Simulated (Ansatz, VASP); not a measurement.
Two plane-wave programs on InAs

```
In As
1.0
     3.08344    0.00000    0.00000
     0.00000    3.08344    0.00000
     0.00000    0.00000    3.08344
In As
1 1
Cartesian
  0.0000 0.0000 0.0000
  1.5417 1.5417 1.5417
```

Change from the starting cell: volume scaled by 0.64, PAW files.

Alike in both runs: task single point; functional PBE; k mesh 12 × 12 × 12; occupations fermi-dirac, width 0.05 eV; no spin polarisation.

|  | VASP | Ansatz |
| --- | --- | --- |
| version | VASP 6.6.1 | Ansatz 0.2.0 |
| potentials or method | VASP PAW PBE potentials, release 64 (In_d, As) | PAW with Ansatz's default frozen-core files, scalar-relativistic |
| plane-wave cutoff (eV) | 520 | 420 |
| valence electrons in the cell | 18 | 28 |

```tsv
	VASP	Ansatz	Ansatz less VASP
pressure (GPa)	73.4	72.8	-0.63
```

Both programs put the cell under a high pressure, so it lies far from rest at this level. VASP's potentials hold 18 valence electrons a cell and Ansatz's 28, so a difference there can come from the potentials and not from the codes.

Noted on VASP's run: the cell as given lies far from equilibrium.
